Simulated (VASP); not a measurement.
Runs of VASP 6.6.1 on CuH8. The structure is that of space group P4/mmm (No. 123), or close to it. The cells are those of the table. 

```tsv
task	cell	k mesh	cutoff (eV)	gap on the mesh (eV)	pressure (GPa)	relaxed volume (Å³/atom)	largest force (eV/Å)
single point	a = 4.081, b = 4.081, c = 4.568 Å, 9 atoms	4 × 4 × 4	520	none	-0.2	-	0.04
relaxation of cell and atoms	relaxed from a = 4.178, b = 4.178, c = 4.422 Å, 9 atoms	4 × 4 × 4	600	none	0.1	(a)	0.03
single point	a = 4.037, b = 4.037, c = 4.867 Å, 9 atoms	10 × 10 × 8	520	none	-0.1	-	0.04
relaxation of cell and atoms	relaxed from a = 4.081, b = 4.081, c = 4.568 Å, 9 atoms	10 × 10 × 8	600	none	0.0	8.78	0.01
```

Alike in all rows: level PBE; potentials or basis VASP PAW PBE potentials, release 64 (Cu, H); no spin polarisation; smearing gaussian 0.1 eV.

Q: Fill in the values left out.

A: (a) 8.24.

Caveats: some runs use coarse meshes.

A gap of «none» marks levels without a gap at the run's occupations.
